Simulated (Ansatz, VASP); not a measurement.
## Fe: VASP beside Ansatz

```xyz
1
Lattice="0.0000 1.9673 1.9910 1.5182 0.0000 1.9910 1.5182 1.9673 0.0000" Properties=species:S:1:pos:R:3 pbc="T T T"
Fe    0.0000    0.0000    0.0000
```

Change from the starting cell: volume scaled by 1.04, crystal datasets.

Alike in both runs: task electric field gradients; functional LDA; k mesh 16 × 16 × 16; occupations fermi-dirac, width 0.05 eV; collinear spin.

```csv
,VASP,Ansatz
version,VASP 6.6.1,Ansatz 0.2.0
potentials or method,"VASP PAW LDA potentials, release 64 (Fe), cutoff 520 eV","all-electron PAW with datasets made for the crystal, scalar-relativistic"
```

|  | VASP | Ansatz | Ansatz less VASP |
| --- | --- | --- | --- |
| pressure (GPa) | -23.9 | -23.3 | +0.56 |
| traceless stress, the component that is largest in VASP (GPa) | -4.80 | -4.77 | +0.029 |
| net moment per atom (μB) | 2.22 | 2.25 | +0.031 |
| size of the moment on the site where the two differ most (μB) | 2.20 | 2.27 | +0.068 |
| size of Vzz on the site where it differs most (V/Å²) | 6.7 | 7.4 | +0.71 |

LDA's correlation is that of Perdew and Zunger in VASP and of Perdew and Wang (1992) in Ansatz. Site moments also hang on the region over which each program counts them. Ansatz ran all-electron here, and VASP with PAW potentials. Ansatz's warnings: printed levels off.
